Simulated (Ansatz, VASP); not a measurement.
**Two plane-wave programs on AgCl**

```xyz
2
Lattice="0.0000 2.9932 2.9932 2.9932 0.0000 2.9932 2.9932 2.9932 0.0000" Properties=species:S:1:pos:R:3 pbc="T T T"
Ag    0.0000    0.0000    0.0000
Cl    1.4966    1.4966    1.4966
```

Alike in both runs: task single point; functional HSE06; k mesh 4 × 4 × 4; no spin polarisation.

|  | VASP | Ansatz |
| --- | --- | --- |
| version | VASP 6.6.1 | Ansatz 0.2.0 |
| potentials or method | VASP PAW PBE potentials, release 64 (Ag, Cl) | plane waves, PAW |
| plane-wave cutoff (eV) | 520 | 420 |
| occupations | gaussian, width 0.01 eV | fixed |
| valence electrons in the cell | 18 | 26 |

|  | VASP | Ansatz | Ansatz less VASP |
| --- | --- | --- | --- |
| gap on the k mesh at the Fermi level (eV) | 2.70 | 2.72 | +0.015 |
| pressure (GPa) | 1.0 | 1.1 | +0.16 |

VASP's potentials hold 18 valence electrons a cell and Ansatz's 26, so a difference there can come from the potentials and not from the codes. Ansatz's warnings: stress exchange threshold loose, stress scf threshold loose.

The k mesh is coarse, so the values compare programs but aren't converged.
